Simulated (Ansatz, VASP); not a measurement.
Ag in VASP and in Ansatz

```
Ag
1.0
    -1.69151    1.69151    1.69151
     1.69151   -1.69151    1.69151
     1.69151    1.69151   -1.69151
Ag
1
Direct
  0.00000 0.00000 0.00000
```

Alike in both runs: task single point; functional PBE; k mesh 14 × 14 × 14; occupations gaussian, width 0.0154 eV; no spin polarisation.

```csv
,VASP,Ansatz
version,VASP 6.6.1,Ansatz 0.2.0
potentials or method,"VASP PAW PBE potentials, release 64 (Ag), cutoff 500 eV",PAW plane waves
valence electrons in the cell,11,19
```

|  | VASP | Ansatz | Ansatz less VASP |
| --- | --- | --- | --- |
| pressure (GPa) | -5.0 | -5.0 | +0.02 |

VASP's potentials hold 11 valence electrons a cell and Ansatz's 19, so a difference there can come from the potentials and not from the codes.
